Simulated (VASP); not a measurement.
Set up this calculation in VASP 6.6.1, as the native input.

- Task: single point
- Functional: PBEsol
- Potentials or basis: VASP PAW PBE potentials, release 64 (Na_pv, Cl)
- Cutoff: 520 eV
- k mesh: 10 × 10 × 10
- Occupations: gaussian, width 0.05 eV
- Spin: no spin polarisation
- Dipole correction: no
- Further INCAR settings: ALGO = Normal; EDIFF = 1e-06; NBANDS = 14

The structure of NaCl lies in POSCAR:

```
NaCl
1.0
    3.4475495236      0.0000000000     -0.0172377476
    0.0000000000      3.4475495236      0.0000000000
   -0.0172377476      0.0000000000      3.4475495236
Na Cl
1 1
Direct
    0.0000000000      0.0000000000      0.0000000000
    0.5000000000      0.5000000000      0.5000000000
```

One way to write it, as run:

INCAR

```
SYSTEM = NaCl
ALGO     = Normal         ! electronic algorithm
EDIFF    = 1E-6           ! SCF threshold, eV
ENCUT    = 520            ! plane-wave cutoff, eV
GGA      = PS             ! functional
ISIF     = 2              ! what is computed and relaxed
ISMEAR   = 0              ! smearing method
LASPH    = .True.         ! aspherical terms in the spheres
LCHARG   = .True.         ! write CHGCAR
LELF     = .True.         ! ELF
LREAL    = .False.        ! projectors in reciprocal space
LVHAR    = .True.       
LWAVE    = .False.        ! write WAVECAR
NBANDS   = 14             ! bands
NELM     = 60             ! most SCF steps
PREC     = Accurate       ! precision mode
SIGMA    = 0.05           ! smearing width, eV
```

KPOINTS

```
k-points
0
Gamma
  10 10 10
  0 0 0
```

Potentials or basis: VASP PAW PBE potentials, release 64 (Na_pv, Cl).

Launch:

```sh
$ cat potpaw_PBE.64/Na_pv/POTCAR potpaw_PBE.64/Cl/POTCAR > POTCAR
$ mpirun -np 1 vasp_std > vasp.out
```

It gave:

* Pressure: 0.0 GPa
* Band gap on the k mesh: 3.99 eV, indirect (least direct gap 4.52 eV)

Caveat: the PAW data sets were made with another functional, which shifts forces and pressure a little.

Wall time 81 s on 1 thread of Intel(R) Xeon(R) Platinum 8375C CPU @ 2.90GHz (Ice Lake), with other jobs on the host, peak memory 0.22 GiB.
